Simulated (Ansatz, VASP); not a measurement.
AlP: VASP beside Ansatz

INCAR

```
SYSTEM = AlP
ALGO = Normal ; EDIFF = 1E-6
ENCUT = 500 ; GGA = PE
GGA_COMPAT = .False. ; ISIF = 2
ISMEAR = 0 ; LASPH = .True.
LCHARG = .True. ; LELF = .True.
LREAL = .False. ; LVHAR = .True.
LWAVE = .False. ; NBANDS = 11
NELM = 120 ; PREC = Accurate
SIGMA = 0.01
```

KPOINTS

```
k-points
0
Gamma
  5 5 5
  0 0 0
```

Contents of POSCAR:

```
AlP
1.0
    0.0000000000      2.7392607946      2.7392607946
    2.7392607946      0.0000000000      2.7392607946
    2.7392607946      2.7392607946      0.0000000000
Al P
1 1
Direct
    0.0000000000      0.0000000000      0.0000000000
    0.2500000000      0.2500000000      0.2500000000
```

Input for Ansatz:

```yaml
crystal:
  lattice:
    - [0.0, 2.7392607946, 2.7392607946]
    - [2.7392607946, 0.0, 2.7392607946]
    - [2.7392607946, 2.7392607946, 0.0]
  atoms:
    - { symbol: Al, position: [0.0, 0.0, 0.0] }
    - { symbol: P, position: [0.25, 0.25, 0.25] }
kpoints:
  mp_grid: { grid: [5, 5, 5] }
hamiltonian:
  xc: pbe
scf:
  occupations: { method: fixed }
  n_extra_bands: 4
output:
  forces: true
  stress: true
  eigenvalues: true
```

Alike in both runs: task single point; functional PBE; k mesh 5 × 5 × 5; no spin polarisation.

|  | VASP | Ansatz |
| --- | --- | --- |
| version | VASP 6.6.1 | Ansatz 0.2.0 |
| potentials or method | VASP PAW PBE potentials, release 64 (Al, P) | plane waves |
| plane-wave cutoff (eV) | 500 | 420 |
| occupations | gaussian, width 0.01 eV | fixed |
| valence electrons in the cell | 8 | 8 |

|  | VASP | Ansatz | Ansatz less VASP |
| --- | --- | --- | --- |
| gap on the k mesh at the Fermi level (eV) | 1.83 | 1.84 | +0.003 |
| pressure (GPa) | 1.4 | 1.5 | +0.10 |
